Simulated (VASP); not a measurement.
InP: single point with r2SCAN

The system is InP.

```
In P
1.0
     0.00000    2.93950    2.93950
     2.93950    0.00000    2.93950
     2.93950    2.93950    0.00000
In P
1 1
Cartesian
  0.0000 0.0000 0.0000
  4.4093 4.4093 4.4093
```

```
Program                : VASP 6.6.1
Task                   : single point
Functional             : r2SCAN
Potentials or basis    : VASP PAW PBE potentials, release 64 (In_d, P)
Cutoff                 : 520 eV
k mesh                 : 10 × 10 × 10
Occupations            : gaussian, width 0.02 eV
Spin                   : no spin polarisation
Dipole correction      : no
Further INCAR settings : ALGO = Normal; EDIFF = 1e-07; NBANDS = 16
```

```
Pressure               : 0.9 GPa
Band gap on the k mesh : 1.12 eV
```

Levels at points of the mesh, in eV from the valence-band top:
```csv
k point,band 5,band 6,band 7,band 8,band 9,band 10,band 11,band 12,band 13,band 14
"(0.00, 0.00, 0.00)",-14.46,-11.94,0.00,0.00,0.00,1.12,4.44,4.44,4.44,9.08
"(0.50, 0.00, 0.00)",-14.45,-10.16,-5.83,-0.99,-0.99,1.84,5.16,5.16,7.53,10.05
"(0.50, 0.50, 0.00)",-14.43,-9.49,-5.84,-2.38,-2.38,2.02,2.55,9.82,10.25,10.25
```

Wall time 85 s on 1 thread of Intel(R) Xeon(R) Platinum 8375C CPU @ 2.90GHz (Ice Lake), on a shared host, peak memory 0.2 GiB.

Caveat: the PAW data sets were made with another functional, which shifts forces and pressure a little; spin-orbit coupling is left out, which moves the levels of the heavy elements.
